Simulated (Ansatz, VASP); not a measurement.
## One calculation of Li2Se, two programs

```
Li Se
1.0
     0.00000    2.98235    2.98235
     2.98235    0.00000    2.98235
     2.98235    2.98235    0.00000
Li Se
2 1
Direct
  0.25000 0.25000 0.25000
  0.75000 0.75000 0.75000
  0.00000 0.00000 0.00000
```

Change from the starting cell: volume scaled by 0.98, crystal datasets.

Alike in both runs: task electric field gradients; functional LDA; k mesh 9 × 9 × 9; occupations fermi-dirac, width 0.03 eV; no spin polarisation.

|  | VASP | Ansatz |
| --- | --- | --- |
| version | VASP 6.6.1 | Ansatz 0.2.0 |
| potentials or method | VASP PAW LDA potentials, release 64 (Li_sv, Se), cutoff 650 eV | all-electron PAW with datasets made for the crystal, scalar-relativistic |

Ansatz gave:

* gap on the k mesh at the Fermi level (eV): 2.88
* pressure (GPa): -2.0

Task: Which values does VASP return?

Result: gap on the k mesh at the Fermi level (eV): 2.87; pressure (GPa): -2.1.

LDA's correlation is that of Perdew and Zunger in VASP and of Perdew and Wang (1992) in Ansatz. Ansatz ran all-electron here, and VASP with PAW potentials.
